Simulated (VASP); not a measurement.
# Nb (Im-3m) in VASP: notebook

The runs below take Nb through band structure, with r2SCAN.

All numbers are computed with VASP 6.6.1; they aren't measurements. Logs are shortened: lines on timing, memory, paths and dates and some standing lists are left out, and cuts for length are marked.

## Step 1: The cell of the first run

Symmetry: Im-3m, No. 229, cubic system. Conventional cell: a = 3.328 Å, b = 3.328 Å, c = 3.328 Å, α = 90.00°, β = 90.00°, γ = 90.00°. Within 3.8 Å of Nb (site symmetry m-3m) lie 14 Nb at 2.88 to 3.33 Å.

## Step 2: Band structure, r2SCAN

The input, INCAR:

```
SYSTEM = Nb
METAGGA = R2SCAN ; ISMEAR = 0
SIGMA = 0.07 ; LWAVE = .False.
LCHARG = .False. ; NBANDS = 18
PREC = Accurate ; LASPH = .True.
LREAL = .False. ; ALGO = Normal
EDIFF = 1E-6 ; NELM = 120
GGA_COMPAT = .False. ; ENCUT = 340
LMAXMIX = 4 ; LMIXTAU = .True.
```

The input, KPOINTS:

```
Automatic mesh
0
Gamma
  13 13 13
  0 0 0
```

The input, KPOINTS_OPT:

```
path GHNGPH,PN
12
line-mode
reciprocal
 0.0000000000  0.0000000000  0.0000000000  G
 0.5000000000 -0.5000000000  0.5000000000  H

 0.5000000000 -0.5000000000  0.5000000000  H
 0.0000000000  0.0000000000  0.5000000000  N

 0.0000000000  0.0000000000  0.5000000000  N
 0.0000000000  0.0000000000  0.0000000000  G

 0.0000000000  0.0000000000  0.0000000000  G
 0.2500000000  0.2500000000  0.2500000000  P

 0.2500000000  0.2500000000  0.2500000000  P
 0.5000000000 -0.5000000000  0.5000000000  H

 0.2500000000  0.2500000000  0.2500000000  P
 0.0000000000  0.0000000000  0.5000000000  N
```

The input, POSCAR:

```
Nb
1.0
   -1.6639500000      1.6639500000      1.6639500000
    1.6639500000     -1.6639500000      1.6639500000
    1.6639500000      1.6639500000     -1.6639500000
Nb
1
Direct
    0.0000000000      0.0000000000      0.0000000000
```

Potentials or basis: VASP PAW PBE potentials, release 64 (Nb_sv).

On the command line:

```sh
$ cat potpaw_PBE.64/Nb_sv/POTCAR > POTCAR
$ mpirun -np 1 vasp_std > vasp.out
```

OUTCAR:

```text
SYSTEM = Nb
   METAGGA = R2SCAN
   ISMEAR = 0
   PREC = Accurate
   LASPH = .True.
   LREAL = .False.
   EDIFF = 1E-6
   NELM = 120
   ENCUT = 340

 Found     84 irreducible k-points:

 Following reciprocal coordinates:
            Coordinates               Weight
  0.000000  0.000000  0.000000      1.000000
  0.076923  0.000000  0.000000     12.000000
  0.153846  0.000000  0.000000     12.000000
  0.230769  0.000000  0.000000     12.000000
  0.307692  0.000000  0.000000     12.000000
  0.384615  0.000000  0.000000     12.000000
   k-points           NKPTS =     84   k-points in BZ     NKDIM =     84   number of bands    NBANDS=     18
   number of dos      NEDOS =    301   number of ions     NIONS =      1
   total plane-waves  NPLWV =   5832
   dimension x,y,z NGX =    18 NGY =   18 NGZ =   18
   dimension x,y,z NGXF=    36 NGYF=   36 NGZF=   36
   ions per type =               1
   NGX,Y,Z   is equivalent  to a cutoff of  10.38, 10.38, 10.38 a.u.
   NGXF,Y,Z  is equivalent  to a cutoff of  20.77, 20.77, 20.77 a.u.
 SYSTEM =  Nb
   PREC   = accura    normal or accurate (medium, high low for compatibility)
   ISTART =      0    job   : 0-new  1-cont  2-samecut
   ICHARG =      2    charge: 1-file 2-atom 10-const
   ISPIN  =      1    spin polarized calculation?
   LNONCOLLINEAR =      F non collinear calculations
   LSORBIT =      F    spin-orbit coupling
   LASPH  =      T    aspherical Exc in radial PAW
   ENCUT  =  340.0 eV  24.99 Ry    5.00 a.u.   4.33  4.33  4.33*2*pi/ulx,y,z
   NELM   =    120;   NELMIN=  2; NELMDL= -5     # of ELM steps
   EDIFF  = 0.1E-05   stopping-criterion for ELM
   LREAL  =      F    real-space projection
   EDIFFG = 0.1E-04   stopping-criterion for IOM
   NSW    =      0    number of steps for IOM
   IBRION =     -1    ionic relax: 0-MD 1-quasi-New 2-CG
   NFREE  =      0    steps in history (QN), initial steepest desc. (CG)
   ISIF   =      2    stress and relaxation
   ISYM   =      2    0-nonsym 1-usesym 2-fastsym
   POTIM  = 0.5000    time-step for ionic-motion
   TEBEG  =    0.0;   TEEND  =   0.0 temperature during run

   SCALEE = 1.0000    scale energy and forces
   PSTRESS=    0.0 pullay stress
   NELECT =      13.0000    total number of electrons
   NUPDOWN=      -1.0000    fix difference up-down
   EMIN   =  10.00;   EMAX   =-10.00  energy-range for DOS
   EFERMI =   0.00;   METHOD = LEGACY
   ISMEAR =     0;   SIGMA  =   0.07  broadening in eV -4-tet -1-fermi 0-gaus
   EFERMI_NEDOS =   21; number of points for ismear=-14 and -15
   IALGO  =     38    algorithm
   IMIX   =      4    mixing-type and parameters
     AMIX     =   0.40;   BMIX     =  1.00
     AMIX_MAG =   1.60;   BMIX_MAG =  1.00
  volume/ion in A,a.u.               =      18.43       124.36
  Fermi-wavevector in a.u.,A,eV,Ry     =   1.457345  2.753983 28.896790  2.123854
  Thomas-Fermi vector in A             =   2.574157
   LORBIT       =      0    0 simple, 1 ext, 2 COOP (PROOUT), +10 PAW based schemes
   METAGGA = R2SCAN    functional components
   LHFCALC =     F    Hartree Fock is set to
   AEXX    =    0.0000 exact exchange contribution
   IVDW    =     0    specifies the selected vdW correction
   LEPSILON=     F    determine dielectric tensor
   LRPA    =     F    only Hartree local field effects (RPA)

   CSHIFT  =0.1000    complex shift for real part using Kramers Kronig

   OMEGAMAX=  -1.0    maximum frequency
 non-spin polarized calculation
 Gauss-broadening in eV      SIGMA  =   0.07
  energy-cutoff  :      340.00
  volume of cell :       18.43
 maximum number of plane-waves:       270
 NGX is ok and might be reduce to    18
   NGX =  9   NGY =  9   NGZ =  9

 number of electron      13.0000005 magnetization

 Free energy of the ion-electron system (eV)
  ---------------------------------------------------
  ext. energy  EPLUGINS =         0.00000000
  ---------------------------------------------------
  free energy    TOTEN  =       -24.84874327 eV

  energy without entropy =      -24.84643996  energy(sigma->0) =      -24.84759162

 E-fermi :  10.8300     XC(G=0): -13.4933

 val. band max:       10.8154758285   @ k =  -0.1538   0.2308   0.0769
 cond. band min:      10.8675926089   @ k =   0.3077   0.1538   0.0000
 fundamental gap:      0.0521167804
 Fermi energy:        10.8299754132

 k-point     1 :       0.0000    0.0000    0.0000
  band No.  band energies     occupation
      1     -45.3325      2.00000
      2     -19.9308      2.00000
      3     -19.9308      2.00000
      4     -19.9308      2.00000
      5       4.6093      2.00000
      6      11.2829      0.00000
[... 10 lines left out ...]
     17      40.1149      0.00000
     18      40.1149      0.00000

 k-point     2 :       0.0769    0.0000    0.0000
  band No.  band energies     occupation
      1     -45.3187      2.00000
      2     -20.0145      2.00000
      3     -19.9559      2.00000
      4     -19.9315      2.00000
      5       4.8574      2.00000
      6      11.1289      0.00000
[... 10 lines left out ...]
     17      39.9010      0.00000
     18      42.2251      0.00000

 k-point     3 :       0.1538    0.0000    0.0000
  band No.  band energies     occupation
      1     -45.2803      2.00000
      2     -20.2415      2.00000
      3     -20.0252      2.00000
      4     -19.9340      2.00000
      5       5.5383      2.00000
      6      10.7322      1.95186
[... 10 lines left out ...]
     17      39.6786      0.00000
     18      43.0806      0.00000

 k-point     4 :       0.2308    0.0000    0.0000
  band No.  band energies     occupation
      1     -45.2256      2.00000
      2     -20.5511      2.00000
      3     -20.1212      2.00000
      4     -19.9370      2.00000
      5       6.4239      2.00000
      6      10.2325      2.00000
[... 10 lines left out ...]
     17      38.3471      0.00000
     18      42.6657      0.00000

 k-point     5 :       0.3077    0.0000    0.0000
  band No.  band energies     occupation
      1     -45.1669      2.00000
      2     -20.8678      2.00000
      3     -20.2212      2.00000
      4     -19.9399      2.00000
      5       7.0483      2.00000
      6       9.7602      2.00000
[... 10 lines left out ...]
     17      36.0750      0.00000
     18      44.2872      0.00000

 k-point     6 :       0.3846    0.0000    0.0000
  band No.  band energies     occupation
      1     -45.1178      2.00000
      2     -21.1234      2.00000
      3     -20.3028      2.00000
      4     -19.9425      2.00000
      5       7.1386      2.00000
      6       9.4040      2.00000
[... 10 lines left out ...]
     17      36.5104      0.00000
     18      43.6271      0.00000

 [... further k-points ...]

------------------------ aborting loop because EDIFF is reached ----------------------------------------

  FORCE on cell =-STRESS in cart. coord.  units (eV):
  Direction    XX          YY          ZZ          XY          YZ          ZX
  --------------------------------------------------------------------------------------
  -------------------------------------------------------------------------------------
  Total       -0.5800545     -0.5800545     -0.5800545      0.0000000     -0.0000000      0.0000000
  in kB      -50.4311141    -50.4311141    -50.4311141      0.0000000     -0.0000000      0.0000000
  external PRESSURE =     -50.4311141 kB  Pullay stress =       0.0000000 kB

 VOLUME and BASIS-vectors are now :
 -----------------------------------------------------------------------------
  energy-cutoff  :      340.00
  volume of cell :       18.43
      direct lattice vectors                 reciprocal lattice vectors
    -1.663950000  1.663950000  1.663950000     0.000000000  0.300489798  0.300489798
     1.663950000 -1.663950000  1.663950000     0.300489798  0.000000000  0.300489798
     1.663950000  1.663950000 -1.663950000     0.300489798  0.300489798  0.000000000

 POSITION                                       TOTAL-FORCE (eV/Angst)
 -----------------------------------------------------------------------------------
      0.00000      0.00000      0.00000         0.000000      0.000000      0.000000
 -----------------------------------------------------------------------------------
    total drift:                                0.000000     -0.000000      0.000000

  FREE ENERGIE OF THE ION-ELECTRON SYSTEM (eV)
  ---------------------------------------------------
  free  energy   TOTEN  =       -24.8487432655 eV

  energy  without entropy=      -24.8464399646  energy(sigma->0) =      -24.84759162
```

It took 3.9 min on 1 thread of AMD EPYC 7R43 (Zen 3), shared host; peak memory 0.1 GiB.

Results:

| Quantity | Value |
| --- | --- |
| Free energy | -24.8487 eV |
| Pressure | -5.0 GPa |
| Band gap along the path | zero within the smearing |

Levels at the corners of the path, in eV from the Fermi level:
| point | band 4 | band 5 | band 6 | band 7 | band 8 | band 9 |
| --- | --- | --- | --- | --- | --- | --- |
| Γ | -30.76 | -6.22 | 0.45 | 0.45 | 0.45 | 3.50 |
| H | -31.68 | -3.75 | -3.75 | 5.71 | 5.71 | 5.71 |
| H | -31.68 | -3.75 | -3.75 | 5.71 | 5.71 | 5.71 |
| N | -30.77 | -3.80 | -1.64 | 2.13 | 3.50 | 4.21 |
| N | -30.77 | -3.80 | -1.64 | 2.13 | 3.50 | 4.21 |
| Γ | -30.76 | -6.22 | 0.45 | 0.45 | 0.45 | 3.50 |
| Γ | -30.76 | -6.22 | 0.45 | 0.45 | 0.45 | 3.50 |
| P | -31.45 | -1.17 | -1.17 | -1.17 | 4.35 | 4.35 |
| P | -31.45 | -1.17 | -1.17 | -1.17 | 4.35 | 4.35 |
| H | -31.68 | -3.75 | -3.75 | 5.71 | 5.71 | 5.71 |
| P | -31.45 | -1.17 | -1.17 | -1.17 | 4.35 | 4.35 |
| N | -30.77 | -3.80 | -1.64 | 2.13 | 3.50 | 4.21 |

Caveat: the cutoff is under 1.25 times the usual one of these potentials, so pressure, stress and relaxed cells hold a basis-set (Pulay) error; the cell stands under tension; the PAW data sets were made with another functional, which shifts forces and pressure a little.

## Step 3: Band structure, r2SCAN

The input, INCAR:

```
SYSTEM = Nb
METAGGA = R2SCAN ; ISMEAR = 0
SIGMA = 0.04 ; LWAVE = .False.
LCHARG = .False. ; NBANDS = 18
PREC = Accurate ; LASPH = .True.
LREAL = .False. ; ALGO = Normal
EDIFF = 1E-7 ; NELM = 120
GGA_COMPAT = .False. ; ENCUT = 590
LMAXMIX = 4 ; LMIXTAU = .True.
```

The input, KPOINTS:

```
Automatic mesh
0
Gamma
  26 26 26
  0 0 0
```

KPOINTS_OPT is that of step 2.

POSCAR is that of step 2.

Potentials or basis: VASP PAW PBE potentials, release 64 (Nb_sv).

On the command line:

```sh
$ cat potpaw_PBE.64/Nb_sv/POTCAR > POTCAR
$ mpirun -np 1 vasp_std > vasp.out
```

Run time: 30 min. Hardware: 1 thread of AMD EPYC 7R43 (Zen 3), shared host; peak memory 0.33 GiB.

The run converged. Its results:

- Free energy: -24.8371 eV
- Pressure: -4.0 GPa
- Band gap along the path: zero within the smearing

Levels at the corners of the path, in eV from the Fermi level:
```csv
point,band 4,band 5,band 6,band 7,band 8,band 9
Γ,-30.77,-6.24,0.46,0.46,0.46,3.50
H,-31.69,-3.74,-3.74,5.71,5.71,5.71
H,-31.69,-3.74,-3.74,5.71,5.71,5.71
N,-30.78,-3.80,-1.63,2.14,3.50,4.21
N,-30.78,-3.80,-1.63,2.14,3.50,4.21
Γ,-30.77,-6.24,0.46,0.46,0.46,3.50
Γ,-30.77,-6.24,0.46,0.46,0.46,3.50
P,-31.45,-1.17,-1.17,-1.17,4.35,4.35
P,-31.45,-1.17,-1.17,-1.17,4.35,4.35
H,-31.69,-3.74,-3.74,5.71,5.71,5.71
P,-31.45,-1.17,-1.17,-1.17,4.35,4.35
N,-30.78,-3.80,-1.63,2.14,3.50,4.21
```

Caveat: the cell stands under tension; the PAW data sets were made with another functional, which shifts forces and pressure a little.
